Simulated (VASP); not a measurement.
# Sn4Se3S (Pm) in VASP: single point with PBE

Aim: the single point of Sn4Se3S with PBE.

All numbers are computed with VASP 6.6.1; they aren't measurements. Logs are shortened: lines on timing, memory, paths and dates and some standing lists are left out, and cuts for length are marked.

## 1. The cell of the first run

Symmetry: Pm, No. 6, monoclinic system. The conventional cell has a = 4.469 Å, b = 4.190 Å, c = 11.825 Å, α = 90.00°, β = 90.06°, γ = 90.00°. Sn (site symmetry m) has 6 Se at 2.79 to 3.60 Å and 2 Sn at 3.76 Å within 3.8 Å. Sn (site symmetry m) has 1 S at 2.63 Å and 4 Se at 2.82 to 3.33 Å within 3.5 Å. Within 3.8 Å of Sn (site symmetry m) lie 5 Se at 2.77 to 3.35 Å and 1 S at 3.62 Å and 2 Sn at 3.71 Å. Within 3.8 Å of Sn (site symmetry m) lie 4 S at 2.72 to 3.49 Å and 2 Se at 2.79 to 3.49 Å and 2 Sn at 3.71 Å. Within 3.7 Å of Se (site symmetry m) lie 6 Sn at 2.79 to 3.60 Å. Within 3.7 Å of Se (site symmetry m) lie 6 Sn at 2.77 to 3.68 Å. Se (site symmetry m) has 6 Sn at 2.79 to 3.49 Å within 3.7 Å. S (site symmetry m) has 6 Sn at 2.63 to 3.62 Å within 3.7 Å.

## 2. Single point, PBE

INCAR

```
SYSTEM = Sn4Se3S
PREC = Accurate
ENCUT = 520
EDIFF = 1E-6
ISMEAR = 0
SIGMA = 0.1
LREAL = .FALSE.
LASPH = .TRUE.
NELM = 100
ALGO = Normal
ISIF = 2
LWAVE = .FALSE.
LCHARG = .FALSE.
GGA = PE
NBANDS = 50
```

KPOINTS

```
regular mesh
0
G
  4 4 2
  0 0 0
```

POSCAR

```
Sn4Se3S
1.0
    4.4691876921      0.0000000000     -0.0022197510
    0.0000000000      4.1898084256      0.0000000000
   -0.0055787558      0.0000000000     11.8247232420
Sn Se S
4 3 1
Direct
    0.8922681126      0.5000000000      0.6227266654
    0.0966661580      0.0000000000      0.3699850945
    0.3941928694      0.0000000000      0.8794249183
    0.6337426229      0.5000000000      0.1215764015
    0.5178606353      0.5000000000      0.3531475694
    0.4745393788      0.0000000000      0.6470364487
    0.9764571519      0.5000000000      0.8567616907
    0.0142730712      0.0000000000      0.1493412114
```

Potentials or basis: VASP PAW PBE potentials, release 64 (Sn_d, Se, S).

On the command line:

```sh
cat potpaw_PBE.64/Sn_d/POTCAR potpaw_PBE.64/Se/POTCAR potpaw_PBE.64/S/POTCAR > POTCAR
mpirun -np 1 vasp_std > vasp.out
```

OUTCAR:

```text
SYSTEM = Sn4Se3S
   PREC = Accurate
   ENCUT = 520
   EDIFF = 1E-6
   ISMEAR = 0
   LREAL = .FALSE.
   LASPH = .TRUE.
   NELM = 100
   ISIF = 2
   GGA = PE

 ion  position               nearest neighbor table
   1  0.892  0.500  0.623-   7 2.79   6 2.82   6 2.82
   2  0.097  0.000  0.370-   8 2.63   5 2.82   5 2.82
   3  0.394  0.000  0.879-   6 2.77   7 2.82   7 2.82   4 3.71   4 3.71
   4  0.634  0.500  0.122-   8 2.72   8 2.72   5 2.79   3 3.71   3 3.71
   5  0.518  0.500  0.353-   4 2.79   2 2.82   2 2.82
   6  0.475  0.000  0.647-   3 2.77   1 2.82   1 2.82
   7  0.976  0.500  0.857-   1 2.79   3 2.82   3 2.82
   8  0.014  0.000  0.149-   2 2.63   4 2.72   4 2.72

  LATTYP: Found a simple monoclinic cell.
 ALAT       =     4.4691882434
 B/A-ratio  =     0.9374875699
 C/A-ratio  =     2.6458327361
 COS(beta)  =    -0.0009684661

  Lattice vectors:

 A1 = (   4.4691876921,   0.0000000000,  -0.0022197510)
 A2 = (   0.0000000000,   4.1898084256,   0.0000000000)
 A3 = (  -0.0055787558,   0.0000000000,  11.8247232420)

Analysis of symmetry for initial positions (statically):
=====================================================================
 Subroutine PRICEL returns:
 Original cell was already a primitive cell.

 Routine SETGRP: Setting up the symmetry group for a
 simple monoclinic supercell.

 Subroutine GETGRP returns: Found  2 space group operations
 (whereof  2 operations were pure point group operations)
 out of a pool of  4 trial point group operations.

The static configuration has the point symmetry C_1h.

Analysis of symmetry for dynamics (positions and initial velocities):
=====================================================================
 Subroutine PRICEL returns:
 Original cell was already a primitive cell.

 Routine SETGRP: Setting up the symmetry group for a
 simple monoclinic supercell.

 Subroutine GETGRP returns: Found  2 space group operations
 (whereof  2 operations were pure point group operations)
 out of a pool of  4 trial point group operations.

The dynamic configuration has the point symmetry C_1h.

 Subroutine INISYM returns: Found  2 space group operations
 (whereof  2 operations are pure point group operations),
 and found     1 'primitive' translations

----------------------------------------------------------------------------------------

[... 102 lines left out ...]
   NFREE  =      0    steps in history (QN), initial steepest desc. (CG)
   ISIF   =      2    stress and relaxation
   ISYM   =      2    0-nonsym 1-usesym 2-fastsym
   POTIM  = 0.5000    time-step for ionic-motion
   TEBEG  =    0.0;   TEEND  =   0.0 temperature during run
   PSTRESS=    0.0 pullay stress
   NELECT =      80.0000    total number of electrons
   NUPDOWN=      -1.0000    fix difference up-down
   EMIN   =  10.00;   EMAX   =-10.00  energy-range for DOS
   EFERMI =   0.00;   METHOD = LEGACY
   ISMEAR =     0;   SIGMA  =   0.10  broadening in eV -4-tet -1-fermi 0-gaus
   EFERMI_NEDOS =   21; number of points for ismear=-14 and -15
   IALGO  =     38    algorithm
   IMIX   =      4    mixing-type and parameters
     AMIX     =   0.40;   BMIX     =  1.00
     AMIX_MAG =   1.60;   BMIX_MAG =  1.00
  volume/ion in A,a.u.               =      27.68       186.78
  Fermi-wavevector in a.u.,A,eV,Ry     =   1.166005  2.203429 18.498030  1.359567
  Thomas-Fermi vector in A             =   2.302523
   LORBIT       =      0    0 simple, 1 ext, 2 COOP (PROOUT), +10 PAW based schemes
   GGA     = PE    functional components
   LHFCALC =     F    Hartree Fock is set to
   AEXX    =    0.0000 exact exchange contribution
   IVDW    =     0    specifies the selected vdW correction
   LEPSILON=     F    determine dielectric tensor
   LRPA    =     F    only Hartree local field effects (RPA)
 non-spin polarized calculation
 Gauss-broadening in eV      SIGMA  =   0.10
  energy-cutoff  :      520.00
  volume of cell :      221.42
 maximum number of plane-waves:      6001
 NGX is ok and might be reduce to    36
   NGX = 17   NGY = 15   NGZ = 43

 number of electron      79.9999987 magnetization

 Free energy of the ion-electron system (eV)
  ---------------------------------------------------
  ext. energy  EPLUGINS =         0.00000000
  ---------------------------------------------------
  free energy    TOTEN  =       -33.53393863 eV

  energy without entropy =      -33.53393863  energy(sigma->0) =      -33.53393863

 E-fermi :   5.3292     XC(G=0):  -9.4434

 val. band max:        4.8488186655   @ k =   0.5000   0.0000   0.0000
 cond. band min:       5.7556489654   @ k =   0.0000   0.0000   0.0000
 fundamental gap:      0.9068302999
 Fermi energy:         5.3291803402

 k-point     1 :       0.0000    0.0000    0.0000
  band No.  band energies     occupation
      1     -16.3412      2.00000
      2     -16.3316      2.00000
      3     -16.3185      2.00000
      4     -16.3043      2.00000
      5     -16.2951      2.00000
      6     -16.2947      2.00000
[... 943 lines left out ...]
     49      10.9271      0.00000
     50      11.2276      0.00000

------------------------ aborting loop because EDIFF is reached ----------------------------------------

  FORCE on cell =-STRESS in cart. coord.  units (eV):
  Direction    XX          YY          ZZ          XY          YZ          ZX
  --------------------------------------------------------------------------------------
  -------------------------------------------------------------------------------------
  Total        0.1645047      0.1270831     -0.0838871      0.0000000      0.0000000     -0.0062732
  in kB        1.1903517      0.9195700     -0.6070049      0.0000000      0.0000000     -0.0453928
  external PRESSURE =       0.5009723 kB  Pullay stress =       0.0000000 kB

 VOLUME and BASIS-vectors are now :
 -----------------------------------------------------------------------------
  energy-cutoff  :      520.00
  volume of cell :      221.42
      direct lattice vectors                 reciprocal lattice vectors
     4.469187692  0.000000000 -0.002219751     0.223754361  0.000000000  0.000105564
     0.000000000  4.189808426  0.000000000     0.000000000  0.238674397  0.000000000
    -0.005578756  0.000000000 11.824723242     0.000042003  0.000000000  0.084568595

 POSITION                                       TOTAL-FORCE (eV/Angst)
 -----------------------------------------------------------------------------------
      3.98424      2.09490      7.36159         0.027391      0.000000      0.005938
      0.42996      0.00000      4.37476        -0.023964      0.000000     -0.003576
      1.75682      0.00000     10.39808         0.027374      0.000000      0.017520
      2.83164      2.09490      1.43620        -0.011368      0.000000      0.004531
      2.31245      2.09490      4.17472         0.021331      0.000000     -0.016791
      2.11720      0.00000      7.64997        -0.029730      0.000000     -0.003303
      4.35919      2.09490     10.12880        -0.020580      0.000000     -0.009606
      0.06296      0.00000      1.76589         0.009546      0.000000      0.005287
 -----------------------------------------------------------------------------------
    total drift:                                0.000064      0.000000      0.000658

  FREE ENERGIE OF THE ION-ELECTRON SYSTEM (eV)
  ---------------------------------------------------
  free  energy   TOTEN  =       -33.5339386298 eV

  energy  without entropy=      -33.5339386297  energy(sigma->0) =      -33.53393863
```

OSZICAR:

```text
N       E                     dE             d eps       ncg     rms          rms(c)
DAV:   1     0.877920184145E+03    0.87792E+03   -0.36933E+04  1898   0.205E+03
DAV:   2     0.120991245743E+03   -0.75693E+03   -0.73397E+03  1800   0.581E+02
DAV:   3    -0.232983145236E+02   -0.14429E+03   -0.13715E+03  2148   0.203E+02
DAV:   4    -0.340789610670E+02   -0.10781E+02   -0.10558E+02  2118   0.553E+01
DAV:   5    -0.344883421981E+02   -0.40938E+00   -0.40817E+00  2144   0.113E+01    0.773E+00
DAV:   6    -0.335240303179E+02    0.96431E+00   -0.16950E+00  2496   0.660E+00    0.490E+00
DAV:   7    -0.335379787709E+02   -0.13948E-01   -0.75680E-01  2260   0.300E+00    0.211E+00
DAV:   8    -0.335340797993E+02    0.38990E-02   -0.74616E-02  2392   0.175E+00    0.408E-01
DAV:   9    -0.335335096502E+02    0.57015E-03   -0.13092E-02  2130   0.733E-01    0.155E-01
DAV:  10    -0.335338138988E+02   -0.30425E-03   -0.22204E-03  2348   0.240E-01    0.103E-01
DAV:  11    -0.335339122313E+02   -0.98333E-04   -0.23934E-04  2480   0.910E-02    0.331E-02
DAV:  12    -0.335339364490E+02   -0.24218E-04   -0.68502E-05  2068   0.477E-02    0.192E-02
DAV:  13    -0.335339387175E+02   -0.22685E-05   -0.53665E-06  1780   0.150E-02    0.720E-03
DAV:  14    -0.335339386298E+02    0.87728E-07   -0.24490E-06  1714   0.105E-02
   1 F= -.33533939E+02 E0= -.33533939E+02  d E =-.224537E-10
```

Run time: 3.4 min. Hardware: 1 thread of Intel Xeon Platinum 8259CL at 2.50GHz (Skylake/Cascade Lake), shared host; peak memory 0.41 GiB.

Results:

```
Free energy            : -33.5339 eV
Pressure               : 0.1 GPa
Largest force          : 0.033 eV/Å
Band gap on the k mesh : 0.91 eV (least direct gap 1.27 eV)
```

Forces on the atoms (eV/Å):
```
Sn   0.027  0.000  0.006
Sn  -0.024  0.000 -0.004
Sn   0.027  0.000  0.018
Sn  -0.011  0.000  0.005
Se   0.021  0.000 -0.017
Se  -0.030  0.000 -0.003
Se  -0.021  0.000 -0.010
S    0.010  0.000  0.005
```

Caveat: spin-orbit coupling is left out, which moves the levels of the heavy elements.
